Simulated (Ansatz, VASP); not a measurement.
**Two plane-wave programs on GaN**

```
CELL_PARAMETERS angstrom
-0.01502 2.24599 2.24599
2.24599 -0.01502 2.24599
2.24599 2.24599 -0.01502
ATOMIC_POSITIONS crystal
Ga 0.00000 0.00000 0.00000
N 0.75000 0.75000 0.75000
```

Alike in both runs: task single point; functional PBE; k mesh 8 × 8 × 8; occupations gaussian, width 0.02 eV; no spin polarisation.

```csv
,VASP,Ansatz
version,VASP 6.6.1,Ansatz 0.2.0
potentials or method,"VASP PAW PBE potentials, release 64 (Ga_d, N), cutoff 520 eV","plane waves, PAW"
valence electrons in the cell,18,18
```

VASP gave:

```
pressure (GPa)                                                : 5.1
traceless stress, the component that is largest in VASP (GPa) : 1.29
```

**Question.** Estimate Ansatz's values.

**Answer.** Pressure (GPa): 5.0; traceless stress, the component that is largest in VASP (GPa): 1.30.

The functional is the same, so the differences come from potentials, cutoffs and numerics.
